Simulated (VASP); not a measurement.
# GeW (Fm-3m) in VASP: settings compared

GeW is run at these levels: PBE+U, PBE; tasks: single point, relaxation of cell and atoms.

Program: VASP 6.6.1. These are calculated values, not measurements. Logs are shortened: lines on timing, memory, paths and dates and some standing lists are left out, and cuts for length are marked.

### Step 1. The cell of the first run

It takes space group Fm-3m (No. 225, cubic). Conventional cell: a = 5.157 Å, b = 5.157 Å, c = 5.157 Å, α = 90.00°, β = 90.00°, γ = 90.00°. Within 3.4 Å of Ge (site symmetry m-3m) lie 6 W at 2.58 Å. W (site symmetry m-3m) has 6 Ge at 2.58 Å within 3.4 Å.

### Step 2. Single point, PBE+U

File INCAR:

```
SYSTEM = GeW
PREC = Accurate ; ENCUT = 520
EDIFF = 1E-6 ; ISMEAR = -1
SIGMA = 0.05 ; LREAL = .FALSE.
LASPH = .TRUE. ; NELM = 150
ALGO = Normal ; ISIF = 2
LWAVE = .FALSE. ; LCHARG = .TRUE.
LMAXMIX = 4 ; LDAU = .TRUE.
LDAUTYPE = 2 ; LDAUL = -1 2
LDAUU = 0 6 ; LDAUJ = 0 0
LDAUPRINT = 1 ; GGA = PE
LELF = .TRUE. ; LVHAR = .TRUE.
NBANDS = 21
```

File KPOINTS:

```
Automatic mesh
0
G
  9 9 9
  0 0 0
```

File POSCAR:

```
GeW
1.0
    0.0000000000      2.5784375509      2.5784375509
    2.5784375509      0.0000000000      2.5784375509
    2.5784375509      2.5784375509      0.0000000000
Ge W
1 1
Direct
    0.5000000000      0.5000000000      0.5000000000
    0.0000000000      0.0000000000      0.0000000000
```

Potentials or basis: VASP PAW PBE potentials, release 64 (Ge_d, W_sv).

The run is started by

```
$ cat potpaw_PBE.64/Ge_d/POTCAR potpaw_PBE.64/W_sv/POTCAR > POTCAR
$ mpirun -np 1 vasp_std > vasp.out
```

OUTCAR:

```text
SYSTEM = GeW
   PREC = Accurate
   ENCUT = 520
   EDIFF = 1E-6
   ISMEAR = -1
   LREAL = .FALSE.
   LASPH = .TRUE.
   NELM = 150
   ISIF = 2
   GGA = PE

 ion  position               nearest neighbor table
   1  0.500  0.500  0.500-   2 2.58   2 2.58   2 2.58   2 2.58   2 2.58   2 2.58
   2  0.000  0.000  0.000-   1 2.58   1 2.58   1 2.58   1 2.58   1 2.58   1 2.58

  LATTYP: Found a face centered cubic cell.
 ALAT       =     5.1568751018

  Lattice vectors:

 A1 = (   0.0000000000,   2.5784375509,   2.5784375509)
 A2 = (   2.5784375509,   0.0000000000,   2.5784375509)
 A3 = (   2.5784375509,   2.5784375509,   0.0000000000)

Analysis of symmetry for initial positions (statically):
=====================================================================
 Subroutine PRICEL returns:
 Original cell was already a primitive cell.

 Routine SETGRP: Setting up the symmetry group for a
 face centered cubic supercell.

 Subroutine GETGRP returns: Found 48 space group operations
 (whereof 48 operations were pure point group operations)
 out of a pool of 48 trial point group operations.

The static configuration has the point symmetry O_h .

Analysis of symmetry for dynamics (positions and initial velocities):
=====================================================================
 Subroutine PRICEL returns:
 Original cell was already a primitive cell.

 Routine SETGRP: Setting up the symmetry group for a
 face centered cubic supercell.

 Subroutine GETGRP returns: Found 48 space group operations
 (whereof 48 operations were pure point group operations)
 out of a pool of 48 trial point group operations.

The dynamic configuration has the point symmetry O_h .

 Subroutine INISYM returns: Found 48 space group operations
 (whereof 48 operations are pure point group operations),
 and found     1 'primitive' translations

----------------------------------------------------------------------------------------

                                     Primitive cell

  volume of cell :      34.2847

  direct lattice vectors                    reciprocal lattice vectors
     0.000000000  2.578437551  2.578437551    -0.193915885  0.193915885  0.193915885
     2.578437551  0.000000000  2.578437551     0.193915885 -0.193915885  0.193915885
     2.578437551  2.578437551  0.000000000     0.193915885  0.193915885 -0.193915885

  length of vectors
     3.646461354  3.646461354  3.646461354     0.335872165  0.335872165  0.335872165

  position of ions in fractional coordinates (direct lattice)
     0.500000000  0.500000000  0.500000000
     0.000000000  0.000000000  0.000000000

  ion indices of the primitive-cell ions
   primitive index   ion index
                 1           1
                 2           2

----------------------------------------------------------------------------------------

 KPOINTS: Automatic mesh

Automatic generation of k-mesh.
 Grid dimensions read from file:
 generate k-points for:    9    9    9

 Generating k-lattice:

  Cartesian coordinates                     Fractional coordinates (reciprocal lattice)
    -0.021546209  0.021546209  0.021546209     0.111111111  0.000000000  0.000000000
     0.021546209 -0.021546209  0.021546209     0.000000000  0.111111111  0.000000000
     0.021546209  0.021546209 -0.021546209     0.000000000  0.000000000  0.111111111

  Length of vectors
     0.037319129  0.037319129  0.037319129

  Shift w.r.t. Gamma in fractional coordinates (k-lattice)
     0.000000000  0.000000000  0.000000000

 Subroutine IBZKPT returns following result:
 ===========================================

 Found     35 irreducible k-points:

 Following reciprocal coordinates:
            Coordinates               Weight
  0.000000  0.000000  0.000000      1.000000
  0.111111  0.000000  0.000000      8.000000
  0.222222  0.000000  0.000000      8.000000
  0.333333  0.000000  0.000000      8.000000
  0.444444  0.000000  0.000000      8.000000
  0.111111  0.111111  0.000000      6.000000
[... 16 lines left out ...]
 -0.333333  0.333333  0.000000     12.000000
  0.444444  0.444444  0.000000      6.000000
 [... further k-points ...]
   k-points           NKPTS =     35   k-points in BZ     NKDIM =     35   number of bands    NBANDS=     21
   number of dos      NEDOS =    301   number of ions     NIONS =      2
   total plane-waves  NPLWV =  21952
   dimension x,y,z NGX =    28 NGY =   28 NGZ =   28
   dimension x,y,z NGXF=    56 NGYF=   56 NGZF=   56
   ions per type =               1   1
   NGX,Y,Z   is equivalent  to a cutoff of  12.77, 12.77, 12.77 a.u.
   NGXF,Y,Z  is equivalent  to a cutoff of  25.53, 25.53, 25.53 a.u.
 SYSTEM =  GeW
   PREC   = accura    normal or accurate (medium, high low for compatibility)
   ISTART =      0    job   : 0-new  1-cont  2-samecut
   ICHARG =      2    charge: 1-file 2-atom 10-const
   ISPIN  =      1    spin polarized calculation?
   LNONCOLLINEAR =      F non collinear calculations
   LSORBIT =      F    spin-orbit coupling
   LASPH  =      T    aspherical Exc in radial PAW
   ENCUT  =  520.0 eV  38.22 Ry    6.18 a.u.   6.78  6.78  6.78*2*pi/ulx,y,z
   NELM   =    150;   NELMIN=  2; NELMDL= -5     # of ELM steps
   EDIFF  = 0.1E-05   stopping-criterion for ELM
   LREAL  =      F    real-space projection
   EDIFFG = 0.1E-04   stopping-criterion for IOM
   NSW    =      0    number of steps for IOM
   IBRION =     -1    ionic relax: 0-MD 1-quasi-New 2-CG
   NFREE  =      0    steps in history (QN), initial steepest desc. (CG)
   ISIF   =      2    stress and relaxation
   ISYM   =      2    0-nonsym 1-usesym 2-fastsym
   POTIM  = 0.5000    time-step for ionic-motion
   TEBEG  =    0.0;   TEEND  =   0.0 temperature during run
   PSTRESS=    0.0 pullay stress
   NELECT =      28.0000    total number of electrons
   NUPDOWN=      -1.0000    fix difference up-down
   EMIN   =  10.00;   EMAX   =-10.00  energy-range for DOS
   EFERMI =   0.00;   METHOD = LEGACY
   ISMEAR =    -1;   SIGMA  =   0.05  broadening in eV -4-tet -1-fermi 0-gaus
   EFERMI_NEDOS =   21; number of points for ismear=-14 and -15
   IALGO  =     38    algorithm
   IMIX   =      4    mixing-type and parameters
     AMIX     =   0.40;   BMIX     =  1.00
     AMIX_MAG =   1.60;   BMIX_MAG =  1.00
  volume/ion in A,a.u.               =      17.14       115.68
  Fermi-wavevector in a.u.,A,eV,Ry     =   1.530245  2.891743 31.860068  2.341649
  Thomas-Fermi vector in A             =   2.637754
   LORBIT       =      0    0 simple, 1 ext, 2 COOP (PROOUT), +10 PAW based schemes
 LDA+U is selected, type is set to LDAUTYPE =  2
   angular momentum for each species LDAUL =    -1    2
   U (eV)           for each species LDAUU =   0.0  6.0
   J (eV)           for each species LDAUJ =   0.0  0.0
   GGA     = PE    functional components
   LHFCALC =     F    Hartree Fock is set to
   AEXX    =    0.0000 exact exchange contribution
   IVDW    =     0    specifies the selected vdW correction
   LEPSILON=     F    determine dielectric tensor
   LRPA    =     F    only Hartree local field effects (RPA)
 non-spin polarized calculation
  energy-cutoff  :      520.00
  volume of cell :       34.28
 maximum number of plane-waves:       944
   NGX = 13   NGY = 13   NGZ = 13

atom =   2  type =  2  l = 2

 onsite density matrix

spin component  1

  0.2802 -0.0000 -0.0000  0.0000 -0.0000
 -0.0000  0.2802  0.0000  0.0000 -0.0000
 -0.0000  0.0000  0.4010  0.0000 -0.0000
  0.0000  0.0000  0.0000  0.2802 -0.0000
 -0.0000 -0.0000 -0.0000 -0.0000  0.4010

spin component  2

  0.2802 -0.0000 -0.0000  0.0000 -0.0000
 -0.0000  0.2802  0.0000  0.0000 -0.0000
 -0.0000  0.0000  0.4010  0.0000 -0.0000
  0.0000  0.0000  0.0000  0.2802 -0.0000
 -0.0000 -0.0000 -0.0000 -0.0000  0.4010

 occupancies and eigenvectors

  o =  0.2802  v =  0.0000 -0.9181  0.0000 -0.3964 -0.0000  0.0000  0.0000  0.0000  0.0000  0.0000      0.0000  0.0000  0.0000  0.0000  0.0000  0.0000  0.0000  0.0000  0.0000  0.0000
  o =  0.2802  v =  0.0000  0.0000  0.0000  0.0000  0.0000  0.0000 -0.9181  0.0000 -0.3964 -0.0000      0.0000  0.0000  0.0000  0.0000  0.0000  0.0000  0.0000  0.0000  0.0000  0.0000
  o =  0.2802  v =  0.0000  0.3964 -0.0000 -0.9181 -0.0000  0.0000  0.0000  0.0000  0.0000  0.0000      0.0000  0.0000  0.0000  0.0000  0.0000  0.0000  0.0000  0.0000  0.0000  0.0000
  o =  0.2802  v =  0.0000  0.0000  0.0000  0.0000  0.0000  0.0000  0.3964 -0.0000 -0.9181 -0.0000      0.0000  0.0000  0.0000  0.0000  0.0000  0.0000  0.0000  0.0000  0.0000  0.0000
  o =  0.2802  v =  1.0000  0.0000  0.0000  0.0000  0.0000  0.0000  0.0000  0.0000  0.0000  0.0000      0.0000  0.0000  0.0000  0.0000  0.0000  0.0000  0.0000  0.0000  0.0000  0.0000
  o =  0.2802  v =  0.0000  0.0000  0.0000  0.0000  0.0000  1.0000  0.0000  0.0000  0.0000  0.0000      0.0000  0.0000  0.0000  0.0000  0.0000  0.0000  0.0000  0.0000  0.0000  0.0000
  o =  0.4010  v =  0.0000  0.0000  0.0000  0.0000  0.0000  0.0000 -0.0000  0.0182 -0.0000  0.9998      0.0000  0.0000  0.0000  0.0000  0.0000  0.0000  0.0000  0.0000  0.0000  0.0000
  o =  0.4010  v =  0.0000 -0.0000  0.0182 -0.0000  0.9998  0.0000  0.0000  0.0000  0.0000  0.0000      0.0000  0.0000  0.0000  0.0000  0.0000  0.0000  0.0000  0.0000  0.0000  0.0000
  o =  0.4010  v =  0.0000  0.0000  0.0000  0.0000  0.0000  0.0000 -0.0000 -0.9998 -0.0000  0.0182      0.0000  0.0000  0.0000  0.0000  0.0000  0.0000  0.0000  0.0000  0.0000  0.0000
  o =  0.4010  v =  0.0000 -0.0000 -0.9998 -0.0000  0.0182  0.0000  0.0000  0.0000  0.0000  0.0000      0.0000  0.0000  0.0000  0.0000  0.0000  0.0000  0.0000  0.0000  0.0000  0.0000

 number of electron      27.9999991 magnetization

 Free energy of the ion-electron system (eV)
  ---------------------------------------------------
  ext. energy  EPLUGINS =         0.00000000
  ---------------------------------------------------
  free energy    TOTEN  =        -9.06422550 eV

  energy without entropy =       -9.04864720  energy(sigma->0) =       -9.05643635

 E-fermi :   9.5812     XC(G=0): -12.4396

 val. band max:        9.5791625948   @ k =   0.3333   0.1111   0.0000
 cond. band min:       9.6436763517   @ k =  -0.2222   0.3333   0.1111
 fundamental gap:      0.0645137569
 Fermi energy:         9.5811885753

 k-point     1 :       0.0000    0.0000    0.0000
  band No.  band energies     occupation
      1     -66.0640      2.00000
      2     -30.1944      2.00000
      3     -30.1944      2.00000
      4     -30.1944      2.00000
      5     -15.0902      2.00000
      6     -15.0902      2.00000
[... 13 lines left out ...]
     20      17.2820      0.00000
     21      24.4760      0.00000
[... 529 lines left out ...]
 k-point    24 :       0.4444    0.4444    0.0000
  band No.  band energies     occupation
      1     -66.0601      2.00000
      2     -30.2778      2.00000
      3     -30.2286      2.00000
      4     -30.2286      2.00000
      5     -15.0849      2.00000
      6     -15.0787      2.00000
[... 13 lines left out ...]
     20      21.2876      0.00000
     21      23.9471      0.00000

 [... further k-points ...]
[... 5 lines left out ...]
  --------------------------------------------------------------------------------------
  -------------------------------------------------------------------------------------
  Total        1.2191420      1.2191420      1.2191420      0.0000000     -0.0000000     -0.0000000
  in kB       56.9724659     56.9724659     56.9724659      0.0000000     -0.0000000     -0.0000000
  external PRESSURE =      56.9724659 kB  Pullay stress =       0.0000000 kB

 VOLUME and BASIS-vectors are now :
 -----------------------------------------------------------------------------
  energy-cutoff  :      520.00
  volume of cell :       34.28
      direct lattice vectors                 reciprocal lattice vectors
     0.000000000  2.578437551  2.578437551    -0.193915885  0.193915885  0.193915885
     2.578437551  0.000000000  2.578437551     0.193915885 -0.193915885  0.193915885
     2.578437551  2.578437551  0.000000000     0.193915885  0.193915885 -0.193915885

 POSITION                                       TOTAL-FORCE (eV/Angst)
 -----------------------------------------------------------------------------------
      2.57844      2.57844      2.57844        -0.000000      0.000000      0.000000
      0.00000      0.00000      0.00000         0.000000     -0.000000     -0.000000
 -----------------------------------------------------------------------------------
    total drift:                                0.000000      0.000000      0.000000

  FREE ENERGIE OF THE ION-ELECTRON SYSTEM (eV)
  ---------------------------------------------------
  free  energy   TOTEN  =        -9.0642254962 eV

  energy  without entropy=       -9.0486472017  energy(sigma->0) =       -9.05643635
```

Run time: 78 s. Hardware: 1 thread of AMD EPYC 7R13, shared host; peak memory 0.14 GiB.

What came out:

```
Free energy            : -9.0642 eV
Pressure               : 5.7 GPa
Band gap on the k mesh : zero (band 14 reaches 10.14 eV, above the bottom of band 15 at 8.32 eV)
```

Levels at points of the mesh, in eV from the Fermi level:
```tsv
k point	band 11	band 12	band 13	band 14	band 15	band 16	band 17	band 18
(0.00, 0.00, 0.00)	-1.50	-1.50	-1.50	-1.23	-1.23	2.01	2.01	2.01
```

Eigenvalues of the final occupation matrices:
| site | spin | trace | eigenvalues |
| --- | --- | --- | --- |
| site 2 d | 1 | 1.64 | 0.28 0.28 0.28 0.40 0.40 |
| site 2 d | 2 | 1.64 | 0.28 0.28 0.28 0.40 0.40 |

Caveat: spin-orbit coupling is left out, which moves the levels of the heavy elements; U without spin polarisation on a metal has little footing; the U is typed as a test and isn't derived for this compound.

### Step 3. Single point, PBE+U

This run uses another cell than the first one, of 17.85 Å³/atom, 1.041 times its volume.

File INCAR:

```
PREC = Accurate
ENCUT = 520
EDIFF = 1E-7
ISMEAR = -1
SIGMA = 0.05
LREAL = F
LASPH = T
NELM = 150
ALGO = Normal
ISIF = 2
LWAVE = F
LCHARG = F
LMAXMIX = 4
LDAU = T
LDAUTYPE = 2
LDAUL = -1 2
LDAUU = 0 8
LDAUJ = 0 0
LDAUPRINT = 1
GGA = PE
NBANDS = 21
```

File KPOINTS:

```
regular mesh
0
Gamma
  9 9 9
```

File POSCAR:

```
GeW
1.0
    0.0000000000      2.6133781630      2.6133781630
    2.6133781630      0.0000000000      2.6133781630
    2.6133781630      2.6133781630      0.0000000000
Ge W
1 1
Direct
    0.5000000000      0.5000000000      0.5000000000
    0.0000000000      0.0000000000      0.0000000000
```

Potentials or basis: VASP PAW PBE potentials, release 64 (Ge_d, W_sv).

The run is started by

```
$ cat potpaw_PBE.64/Ge_d/POTCAR potpaw_PBE.64/W_sv/POTCAR > POTCAR
$ mpirun -np 1 vasp_std > vasp.out
```

Run time: 87 s. Hardware: 1 thread of AMD EPYC 7R13, shared host; peak memory 0.14 GiB.

It converged, with:

```
Free energy            : -6.9519 eV
Pressure               : 1.2 GPa
Band gap on the k mesh : zero (band 14 reaches 9.92 eV, above the bottom of band 15 at 7.94 eV)
```

Levels at points of the mesh, in eV from the Fermi level:
```tsv
k point	band 10	band 11	band 12	band 13	band 14	band 15	band 16	band 17	band 18	band 19
(0.00, 0.00, 0.00)	-12.70	-1.48	-1.48	-1.33	-1.33	-1.33	1.73	1.73	1.73	6.35
```

Eigenvalues of the final occupation matrices:
```
    site  spin  trace               eigenvalues
site 2 d     1   1.58  0.25 0.25 0.25 0.41 0.41
site 2 d     2   1.58  0.25 0.25 0.25 0.41 0.41
```

Caveat: spin-orbit coupling is left out, which moves the levels of the heavy elements; U without spin polarisation on a metal has little footing; the U is typed as a test and isn't derived for this compound.

[end of part 1 of 2]
